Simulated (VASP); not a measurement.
**CdH2O2: single point with PBEsol**

CdH2O2:

```
Cd H O
1.0
     3.58568    0.00000    0.00000
     1.83982    3.07768    0.00000
    -0.37278   -0.21147    4.78607
Cd H O
1 2 2
Direct
  0.02282 0.97718 0.00000
  0.41090 0.17408 0.56952
  0.82593 0.58910 0.43048
  0.33486 0.27836 0.76405
  0.72164 0.66514 0.23595
```

* Program: VASP 6.6.1
* Task: single point
* Functional: PBEsol
* Potentials or basis: VASP PAW PBE potentials, release 64 (Cd_sv_GW, H, O)
* Cutoff: 700 eV
* k mesh: 7 × 7 × 5
* Occupations: fermi-dirac, width 0.02 eV
* Spin: no spin polarisation
* Dipole correction: no
* Further INCAR settings: ALGO = Normal; EDIFF = 1e-06; NBANDS = 25

```
Pressure               : -4.8 GPa
Largest force          : 0.224 eV/Å
Band gap on the k mesh : 1.65 eV
```

Forces in eV/Å, atoms in the order of the input:
```
Cd   0.030 -0.053  0.000
H   -0.010  0.074 -0.011
H   -0.059  0.046  0.011
O    0.006 -0.041  0.220
O    0.032 -0.026 -0.220
```

Stress tensor (GPa, compression positive):
```
-5.30 -0.27 -0.16
-0.27 -4.98 -0.09
-0.16 -0.09 -4.07
```

Levels at points of the mesh, in eV from the valence-band top:
```csv
k point,band 13,band 14,band 15,band 16,band 17,band 18,band 19,band 20,band 21,band 22
"(0.00, 0.00, 0.00)",-3.83,-1.07,-0.83,-0.36,0.00,1.65,6.48,9.55,12.44,12.80
```

It took 87 s on 1 thread of Intel(R) Xeon(R) Platinum 8375C CPU @ 2.90GHz (Ice Lake), on a shared host, peak memory 0.32 GiB.

Caveat: the cell stands under tension; the PAW data sets were made with another functional, which shifts forces and pressure a little.
